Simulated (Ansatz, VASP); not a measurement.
# Two plane-wave programs on Si3N

```xyz
8
Lattice="3.8333 0.0000 0.0000 0.0000 5.4212 0.0000 0.0000 0.0000 22.4878" Properties=species:S:1:pos:R:3 pbc="T T T"
Si    1.9167    0.0000    4.0000
Si    0.0000    1.3553    4.0000
Si    0.0000    2.7316    5.8663
Si    1.9167    4.0448    5.8663
Si    1.9167    0.0466    7.6878
Si    0.0000    1.3087    7.6878
N     2.5556    0.9502   10.7878
N     2.5556    0.9502   11.8878
```

Alike in both runs: task single point; functional PBE; dispersion D3(BJ); k mesh 7 × 5 × 1; occupations gaussian, width 0.05 eV; no spin polarisation.

|  | VASP | Ansatz |
| --- | --- | --- |
| version | VASP 6.6.1 | Ansatz 0.2.0 |
| potentials or method | VASP PAW PBE potentials, release 64 (Si, N), cutoff 520 eV | scalar-relativistic, plane waves, PAW |
| valence electrons in the cell | 34 | 34 |

VASP gave:

- gap on the k mesh at the Fermi level (eV): none
- rms of the force components (eV/Å): 0.644

Problem. Which values does Ansatz return?

Solution. gap on the k mesh at the Fermi level (eV): none; rms of the force components (eV/Å): 0.199.

Atom by atom the forces differ by 0.519 eV/Å (rms over components). A gap of «none» marks a metal or a gap that the smearing closes. One of these differences is far larger than is usual between the two programs; its cause wasn't traced.

Noted on VASP's run: the standard files for N, O and F lose accuracy on very short bonds.
